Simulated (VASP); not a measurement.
Runs of VASP 6.6.1 on PbS. The structure is that of space group F-43m (No. 216), or close to it. The cells are those of the table. 

```tsv
level	cell	smearing	gap on the mesh (eV)	pressure (GPa)
PBE	a = 4.627 Å, angles 60.6°, 2 atoms	fermi-dirac 0.02 eV	0.89	(b)
PBE	a = 4.787 Å, angles 60.0°, 2 atoms	fermi-dirac 0.02 eV	1.06	-1.8
r2SCAN	a = 4.627 Å, angles 60.6°, 2 atoms	gaussian 0.01 eV	(a)	(c)
r2SCAN	a = 4.787 Å, angles 60.0°, 2 atoms	gaussian 0.01 eV	1.22	-2.5
```

Alike in all rows: task single point; potentials or basis VASP PAW PBE potentials, release 64 (Pb_d, S); no spin polarisation; k mesh 6 × 6 × 6; cutoff (eV) 520.

Problem. Estimate the missing entries.

Solution. (a) 1.04; (b) 1.2; (c) 0.5.

Caveats: spin-orbit coupling is left out, which moves the levels of the heavy elements; the PAW data sets were made with another functional, which shifts forces and pressure a little (some runs).

A k mesh can miss the band edges, and the runs leave out spin-orbit coupling on Pb.
